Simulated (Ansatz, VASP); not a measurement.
# One calculation of Y3Si2F, two programs

```xyz
6
Lattice="7.4428 0.0000 0.0000 -3.7214 6.4457 0.0000 0.0000 0.0000 3.7637" Properties=species:S:1:pos:R:3 pbc="T T T"
Y     3.7214    0.0000    1.8819
Y     1.8607    3.2228    1.8819
Y    -1.8607    3.2228    1.8819
Si    0.0000    4.2971    0.0000
Si    3.7214    2.1486    0.0000
F     0.0000    0.0000    0.0000
```

Change from the starting cell: species swapped into the YbCo3B2 type (P6/mmm, No. 191).

Alike in both runs: functional PBE; k mesh 6 × 6 × 10; occupations gaussian, width 0.01 eV; no spin polarisation.

Ansatz relaxed the structure, and its values are those at the end. VASP's run is a single point on that final structure, the one shown.

|  | VASP | Ansatz |
| --- | --- | --- |
| version | VASP 6.6.1 | Ansatz 0.2.0 |
| potentials or method | VASP PAW PBE potentials, release 64 (Y_sv, Si, F), cutoff 520 eV | scalar-relativistic, plane waves, PAW |
| valence electrons in the cell | 48 | 48 |

|  | VASP | Ansatz | Ansatz less VASP |
| --- | --- | --- | --- |
| gap on the k mesh at the Fermi level (eV) | 0.19 | 0.20 | +0.004 |
| least direct gap on the mesh (eV) | 0.22 | 0.22 | -0.001 |
| pressure (GPa) | -0.1 | 0.0 | +0.06 |
